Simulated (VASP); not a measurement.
The system is AlRu.

```
Ru Al
1.0
     2.93053    0.00000    0.00000
     0.00000    2.93053    0.00000
     0.00000    0.00000    2.93053
Ru Al
1 1
Cartesian
  1.4653 1.4653 1.4653
  0.0000 0.0000 0.0000
```

This cell differs from its parent crystal: volume scaled by 0.94.

Base run:

| Quantity | Value |
| --- | --- |
| Program | VASP 6.6.1 |
| Functional | PBEsol |
| Potentials or basis | VASP PAW PBE potentials, release 64 (Ru_pv, Al) |
| Cutoff | 520 eV |
| k mesh | 9 × 9 × 9 |
| Occupations | fermi-dirac, width 0.05 eV |
| Spin | no spin polarisation |

Its results: pressure 11.4 GPa.

The run is repeated on the same cell with these changes: functional from PBEsol to r2SCAN; further incar settings from ALGO = Normal; EDIFF = 1e-07; NBANDS = 16 to ALGO = Normal; EDIFF = 1e-06; NBANDS = 16. What comes out?

Pressure 13.3 GPa.

Caveats: the PAW data sets were made with another functional, which shifts forces and pressure a little.
